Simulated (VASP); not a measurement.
# AlN (P6_3mc) in VASP: a series of runs

AlN is run at these levels: r2SCAN, HSE06; tasks: relaxation of the atoms, single point.

All numbers are computed with VASP 6.6.1; they aren't measurements. Logs are shortened: lines on timing, memory, paths and dates and some standing lists are left out, and cuts for length are marked.

**Experimental background.**

“Self-assembly of well-separated AlN nanowires directly on sputtered metallic TiN films”, 2019, arxiv:1910.07391 quotes, for a bulk crystal of AlN at 10 K: band gap 6.034 eV (an exciton energy, a little under the gap).

How close the calculation comes is told below.

## Step 1: The cell of the first run

Symmetry: P6_3mc, No. 186, hexagonal system. The conventional cell has a = 3.127 Å, b = 3.127 Å, c = 5.011 Å, α = 90.00°, β = 90.00°, γ = 120.00°. Al (site symmetry 3m) has 4 N at 1.90 to 1.91 Å within 2.5 Å. N (site symmetry 3m) has 4 Al at 1.90 to 1.91 Å within 2.5 Å.

## Step 2: Relaxation of the atoms, r2SCAN

POSCAR

```
AlN
1.0
    3.1271592100      0.0000000000      0.0000000000
   -1.5635796100      2.7081993200      0.0000000000
    0.0000000000      0.0000000000      5.0111111700
Al N
2 2
Direct
    0.3333333300      0.6666666700     -0.0008149200
    0.6666666700      0.3333333300      0.4991850800
    0.3333333300      0.6666666700      0.3808149200
    0.6666666700      0.3333333300      0.8808149200
```

INCAR.step1

```
SYSTEM = AlN
PREC = Accurate
ENCUT = 520
ISMEAR = -1
SIGMA = 0.02
LREAL = .FALSE.
LASPH = .TRUE.
NELM = 60
GGA = PE
ALGO = Normal
EDIFF = 1E-4
LWAVE = .TRUE.
LCHARG = .FALSE.
```

INCAR.step2

```
SYSTEM = AlN
PREC = Accurate
ENCUT = 520
EDIFF = 1E-6
ISMEAR = -1
SIGMA = 0.02
LREAL = .FALSE.
LASPH = .TRUE.
NELM = 60
ALGO = Normal
ISIF = 2
LWAVE = .FALSE.
LCHARG = .FALSE.
METAGGA = R2SCAN
LMIXTAU = .TRUE.
IBRION = 2
NSW = 50
EDIFFG = -0.01
ISTART = 1
```

KPOINTS

```
regular mesh
0
G
  12 12 6
  0 0 0
```

Potentials or basis: VASP PAW PBE potentials, release 64 (Al, N).

Run with:

```
$ cat potpaw_PBE.64/Al/POTCAR potpaw_PBE.64/N/POTCAR > POTCAR
$ cp INCAR.step1 INCAR
$ mpirun -np 1 vasp_std > vasp.out
$ cp INCAR.step2 INCAR
$ mpirun -np 1 vasp_std > vasp.out
```

OUTCAR:

```text
SYSTEM = AlN
   PREC = Accurate
   ENCUT = 520
   EDIFF = 1E-6
   ISMEAR = -1
   LREAL = .FALSE.
   LASPH = .TRUE.
   NELM = 60
   ISIF = 2
   METAGGA = R2SCAN
   IBRION = 2
   NSW = 50
   EDIFFG = -0.01
   ISTART = 1

 ion  position               nearest neighbor table
   1  0.333  0.667  0.999-   4 1.90   4 1.90   4 1.90   3 1.91   2 3.09   2 3.09   2 3.09   2 3.09
                             2 3.09   2 3.09
   2  0.667  0.333  0.499-   3 1.90   3 1.90   3 1.90   4 1.91   1 3.09   1 3.09   1 3.09   1 3.09
                             1 3.09   1 3.09
   3  0.333  0.667  0.381-   2 1.90   2 1.90   2 1.90   1 1.91
   4  0.667  0.333  0.881-   1 1.90   1 1.90   1 1.90   2 1.91

  LATTYP: Found a hexagonal cell.
 ALAT       =     3.1271592100
 C/A-ratio  =     1.6024483672

  Lattice vectors:

 A1 = (   3.1271592100,   0.0000000000,   0.0000000000)
 A2 = (  -1.5635796100,   2.7081993200,   0.0000000000)
 A3 = (   0.0000000000,   0.0000000000,   5.0111111700)

Analysis of symmetry for initial positions (statically):
=====================================================================
 Subroutine PRICEL returns:
 Original cell was already a primitive cell.

 Routine SETGRP: Setting up the symmetry group for a
 hexagonal supercell.

 Subroutine GETGRP returns: Found 12 space group operations
 (whereof  6 operations were pure point group operations)
 out of a pool of 24 trial point group operations.

The static configuration has the point symmetry C_3v.
 The point group associated with its full space group is C_6v.

Analysis of symmetry for dynamics (positions and initial velocities):
=====================================================================
 Subroutine PRICEL returns:
 Original cell was already a primitive cell.

 Routine SETGRP: Setting up the symmetry group for a
 hexagonal supercell.

 Subroutine GETGRP returns: Found 12 space group operations
 (whereof  6 operations were pure point group operations)
 out of a pool of 24 trial point group operations.

The dynamic configuration has the point symmetry C_3v.
 The point group associated with its full space group is C_6v.

 Subroutine INISYM returns: Found 12 space group operations
 (whereof  6 operations are pure point group operations),
 and found     1 'primitive' translations

----------------------------------------------------------------------------------------
[... 109 lines left out ...]
   NUPDOWN=      -1.0000    fix difference up-down
   EMIN   =  10.00;   EMAX   =-10.00  energy-range for DOS
   EFERMI =   0.00;   METHOD = LEGACY
   ISMEAR =    -1;   SIGMA  =   0.02  broadening in eV -4-tet -1-fermi 0-gaus
   EFERMI_NEDOS =   21; number of points for ismear=-14 and -15
   IALGO  =     38    algorithm
   IMIX   =      4    mixing-type and parameters
     AMIX     =   0.40;   BMIX     =  1.00
     AMIX_MAG =   1.60;   BMIX_MAG =  1.00
  volume/ion in A,a.u.               =      10.61        71.60
  Fermi-wavevector in a.u.,A,eV,Ry     =   1.182660  2.234904 19.030263  1.398685
  Thomas-Fermi vector in A             =   2.318910
   LORBIT       =      0    0 simple, 1 ext, 2 COOP (PROOUT), +10 PAW based schemes
   METAGGA = R2SCAN    functional components
   LHFCALC =     F    Hartree Fock is set to
   AEXX    =    0.0000 exact exchange contribution
   IVDW    =     0    specifies the selected vdW correction
   LEPSILON=     F    determine dielectric tensor
   LRPA    =     F    only Hartree local field effects (RPA)
 conjugate gradient relaxation of ions
 non-spin polarized calculation
  energy-cutoff  :      520.00
  volume of cell :       42.44
 maximum number of plane-waves:      1170
 NGX is ok and might be reduce to    24
   NGX = 11   NGY = 11   NGZ = 19

 number of electron      15.9999998 magnetization

 Free energy of the ion-electron system (eV)
  ---------------------------------------------------
  ext. energy  EPLUGINS =         0.00000000
  ---------------------------------------------------
  free energy    TOTEN  =       -38.44487309 eV

  energy without entropy =      -38.44487309  energy(sigma->0) =      -38.44487309

 E-fermi :   6.0970     XC(G=0): -11.3277

 val. band max:        5.7327963476   @ k =   0.0000   0.0000   0.0000
 cond. band min:      10.4708451044   @ k =   0.0000   0.0000   0.0000
 fundamental gap:      4.7380487568
 Fermi energy:         6.0970207773

 k-point     1 :       0.0000    0.0000    0.0000
  band No.  band energies     occupation
      1     -10.1300      2.00000
      2      -8.0679      2.00000
      3      -0.2477      2.00000
      4       4.8568      2.00000
      5       4.8568      2.00000
      6       5.5131      2.00000
      7       5.5131      2.00000
      8       5.7328      2.00000
      9      10.4708      0.00000
     10      13.0922      0.00000
     11      17.1802      0.00000
     12      17.6286      0.00000
[... 331 lines left out ...]
 k-point    24 :       0.3333    0.0000    0.1667
  band No.  band energies     occupation
      1      -8.8419      2.00000
      2      -7.6729      2.00000
      3       0.8323      2.00000
      4       1.7907      2.00000
      5       2.3972      2.00000
      6       3.9435      2.00000
      7       4.9403      2.00000
      8       5.0661      2.00000
      9      12.2154      0.00000
     10      13.0555      0.00000
     11      14.9298      0.00000
     12      16.7048      0.00000

 [... further k-points ...]

------------------------ aborting loop because EDIFF is reached ----------------------------------------

  FORCE on cell =-STRESS in cart. coord.  units (eV):
  Direction    XX          YY          ZZ          XY          YZ          ZX
  --------------------------------------------------------------------------------------
  -------------------------------------------------------------------------------------
  Total       -1.1910983     -1.1910983     -1.1105334      0.0000000      0.0000000      0.0000000
  in kB      -44.9669609    -44.9669609    -41.9254326      0.0000001      0.0000000      0.0000000
  external PRESSURE =     -43.9531181 kB  Pullay stress =       0.0000000 kB

 VOLUME and BASIS-vectors are now :
 -----------------------------------------------------------------------------
  energy-cutoff  :      520.00
  volume of cell :       42.44
      direct lattice vectors                 reciprocal lattice vectors
     3.127159210  0.000000000  0.000000000     0.319779050  0.184624521  0.000000000
    -1.563579610  2.708199320  0.000000000     0.000000000  0.369249040  0.000000000
     0.000000000  0.000000000  5.011111170     0.000000000  0.000000000  0.199556539

 POSITION                                       TOTAL-FORCE (eV/Angst)
 -----------------------------------------------------------------------------------
     -0.00000      1.80547      5.00703        -0.000000     -0.000000      0.006905
      1.56358      0.90273      2.50147        -0.000000     -0.000000      0.006905
     -0.00000      1.80547      1.90831         0.000000      0.000000     -0.006905
      1.56358      0.90273      4.41386         0.000000     -0.000000     -0.006905
 -----------------------------------------------------------------------------------
    total drift:                               -0.000009      0.000005     -0.024334

  FREE ENERGIE OF THE ION-ELECTRON SYSTEM (eV)
  ---------------------------------------------------
  free  energy   TOTEN  =       -38.4448730855 eV

  energy  without entropy=      -38.4448730855  energy(sigma->0) =      -38.44487309

 reached required accuracy - stopping structural energy minimisation
```

OSZICAR.step1:

```text
N       E                     dE             d eps       ncg     rms          rms(c)
DAV:   1     0.515509467899E+02    0.51551E+02   -0.75792E+03  1824   0.119E+03
DAV:   2    -0.305869641719E+02   -0.82138E+02   -0.75639E+02  2656   0.223E+02
DAV:   3    -0.344362130902E+02   -0.38492E+01   -0.38345E+01  2400   0.533E+01
DAV:   4    -0.344683625095E+02   -0.32149E-01   -0.32142E-01  2056   0.558E+00
DAV:   5    -0.344688269780E+02   -0.46447E-03   -0.46445E-03  2336   0.693E-01    0.121E+01
DAV:   6    -0.297745997558E+02    0.46942E+01   -0.17016E+01  2216   0.315E+01    0.422E+00
DAV:   7    -0.297914297496E+02   -0.16830E-01   -0.62810E-01  2004   0.630E+00    0.288E+00
DAV:   8    -0.297846095831E+02    0.68202E-02   -0.77375E-02  2076   0.294E+00    0.485E-01
DAV:   9    -0.297798871942E+02    0.47224E-02   -0.20192E-02  2324   0.106E+00    0.242E-01
DAV:  10    -0.297804499887E+02   -0.56279E-03   -0.23012E-03  2116   0.368E-01    0.129E-01
DAV:  11    -0.297803794979E+02    0.70491E-04   -0.18789E-04  1068   0.115E-01
   1 F= -.29780379E+02 E0= -.29780379E+02  d E =-.145579E-10
```

It took 44 s on 1 thread of Intel Xeon 6975P-C (Granite Rapids), shared host; peak memory 0.17 GiB.

Results:

```
Free energy                  : -38.4449 eV
Pressure after relaxing      : -4.4 GPa
Largest force after relaxing : 0.007 eV/Å
Band gap on the k mesh       : 4.74 eV
```

Forces on the atoms (eV/Å):
```
Al   0.000  0.000  0.007
Al   0.000  0.000  0.007
N    0.000  0.000 -0.007
N    0.000  0.000 -0.007
```

Final structure:
```yaml
crystal:
  lattice:
    - [3.12716, 0.00000, 0.00000]
    - [-1.56358, 2.70820, 0.00000]
    - [0.00000, 0.00000, 5.01111]
  atoms:
    - { symbol: Al, position: [0.33333, 0.66667, 0.99919] }
    - { symbol: Al, position: [0.66667, 0.33333, 0.49919] }
    - { symbol: N, position: [0.33333, 0.66667, 0.38081] }
    - { symbol: N, position: [0.66667, 0.33333, 0.88081] }
```

Caveat: the relaxation stopped at its first step, so nothing moved; the PAW data sets were made with another functional, which shifts forces and pressure a little. r2SCAN opens gaps a little over a GGA but as a rule still falls short of measured ones.

(Continued in part 2 of 2.)
